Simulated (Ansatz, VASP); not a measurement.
# CsCaF3 in VASP and in Ansatz

Contents of INCAR:

```
SYSTEM = CsCaF3
ALGO     = Normal         ! electronic algorithm
EDIFF    = 1E-6           ! SCF threshold, eV
ENCUT    = 520            ! plane-wave cutoff, eV
GGA      = CA             ! functional
ISIF     = 2              ! what is computed and relaxed
ISMEAR   = 0              ! smearing method
LASPH    = .TRUE.         ! aspherical terms in the spheres
LCHARG   = .FALSE.        ! write CHGCAR
LREAL    = .FALSE.        ! projectors in reciprocal space
LWAVE    = .FALSE.        ! write WAVECAR
NBANDS   = 28             ! bands
NELM     = 60             ! most SCF steps
PREC     = Accurate       ! precision mode
SIGMA    = 0.05           ! smearing width, eV
```

File KPOINTS:

```
k-points
0
G
  6 6 6
  0 0 0
```

File POSCAR:

```
CsCaF3
1.0
    4.5205310300      0.0000000000      0.0000000000
    0.0000000000      4.5205310300      0.0000000000
    0.0000000000      0.0000000000      4.6561469609
Cs Ca F
1 1 3
Direct
    0.0000000000      0.0000000000      0.0000000000
    0.5000000000      0.5000000000      0.5000000000
    0.0000000000      0.5000000000      0.5000000000
    0.5000000000      0.0000000000      0.5000000000
    0.5000000000      0.5000000000      0.0000000000
```

Input for Ansatz:

```yaml
crystal:
  lattice:
    - [4.52053103, 0.0, 0.0]
    - [0.0, 4.52053103, 0.0]
    - [0.0, 0.0, 4.6561469609]
  atoms:
    - { symbol: Cs, position: [0.0, 0.0, 0.0] }
    - { symbol: Ca, position: [0.5, 0.5, 0.5] }
    - { symbol: F, position: [0.0, 0.5, 0.5] }
    - { symbol: F, position: [0.5, 0.0, 0.5] }
    - { symbol: F, position: [0.5, 0.5, 0.0] }
basis:
  ecutwfc: 420
kpoints:
  mp_grid: { grid: [6, 6, 6] }
hamiltonian:
  xc: lda
scf:
  occupations: { method: gaussian, width: 0.05 }
output:
  forces: true
  stress: true
  eigenvalues: true
```

Change from the starting cell: strain +0.000 along x and y, +0.030 along z, atoms carried along.

Alike in both runs: task single point; functional LDA; k mesh 6 × 6 × 6; occupations gaussian, width 0.05 eV; no spin polarisation.

```csv
,VASP,Ansatz
version,VASP 6.6.1,Ansatz 0.2.0
potentials or method,"VASP PAW LDA potentials, release 64 (Cs_sv, Ca_sv, F), cutoff 520 eV","scalar-relativistic, plane waves, PAW"
valence electrons in the cell,40,40
```

Ansatz gave:

```
gap on the k mesh at the Fermi level (eV)                     : 6.61
least direct gap on the mesh (eV)                             : 6.65
pressure (GPa)                                                : -5.2
traceless stress, the component that is largest in VASP (GPa) : -1.13
```

Estimate VASP's values.

gap on the k mesh at the Fermi level (eV): 6.60; least direct gap on the mesh (eV): 6.64; pressure (GPa): -5.0; traceless stress, the component that is largest in VASP (GPa): -1.20.

LDA's correlation is that of Perdew and Zunger in VASP and of Perdew and Wang (1992) in Ansatz.

Neither program's run includes spin-orbit coupling.
